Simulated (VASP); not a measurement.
Write the native input for VASP 6.6.1 that does the following.

```
Task                   : relaxation of cell and atoms
Functional             : PBE
Potentials or basis    : VASP PAW PBE potentials, release 64 (Zr_sv, Si)
Cutoff                 : 600 eV
k mesh                 : 16 × 16 × 16
Occupations            : gaussian, width 0.1 eV
Spin                   : no spin polarisation
Dipole correction      : no
Further INCAR settings : ALGO = Normal; EDIFF = 1e-07; IBRION = 2; EDIFFG = -0.01; NSW = 100; ISIF = 3
```

The structure of ZrSi2 lies in POSCAR:

```
ZrSi2
1.0
   -1.9478338254      1.9478338254      3.8395445763
    1.9478338254     -1.9478338254      3.8395445763
    1.9478338254      1.9478338254     -3.8395445763
Zr Si
1 2
Direct
    0.5000000000      0.5000000000      0.0000000000
    0.0000000000      0.0000000000      0.0000000000
    0.7500000000      0.2500000000      0.5000000000
```

The cell was built from a structure type or drawn by symmetry, and may not be a known phase.

One way to write it, as run:

INCAR

```
ALGO = Normal
EDIFF = 1E-7
EDIFFG = -0.01
ENCUT = 600
GGA = PE
IBRION = 2
ISIF = 3
ISMEAR = 0
LASPH = True
LCHARG = False
LREAL = False
LWAVE = False
NELM = 60
NSW = 100
PREC = Accurate
SIGMA = 0.1
```

KPOINTS

```
k-points
0
Gamma
  16 16 16
```

Potentials or basis: VASP PAW PBE potentials, release 64 (Zr_sv, Si).

Launch:

```console
$ cat potpaw_PBE.64/Zr_sv/POTCAR potpaw_PBE.64/Si/POTCAR > POTCAR
$ mpirun -np 1 vasp_std > vasp.out
```

It gave:

```
Relaxed volume                        : 19.42 Å³/atom
Relaxed cell                          : a = 4.743 Å, b = 4.743 Å, c = 4.743 Å, α = 131.70°, β = 131.70°, γ = 70.70°
Space group after relaxing (to 0.1 Å) : I-4m2 (No. 119)
Energy gained by relaxing             : 0.2 meV/atom
Ionic steps                           : 5
Pressure after relaxing               : 0.0 GPa
Band gap on the k mesh                : zero (bands 10 and 11 overlap by 0.99 eV)
```

Run time: 26 min on 1 thread of Intel Xeon 8259CL, with other jobs on the host, peak memory 0.53 GiB.
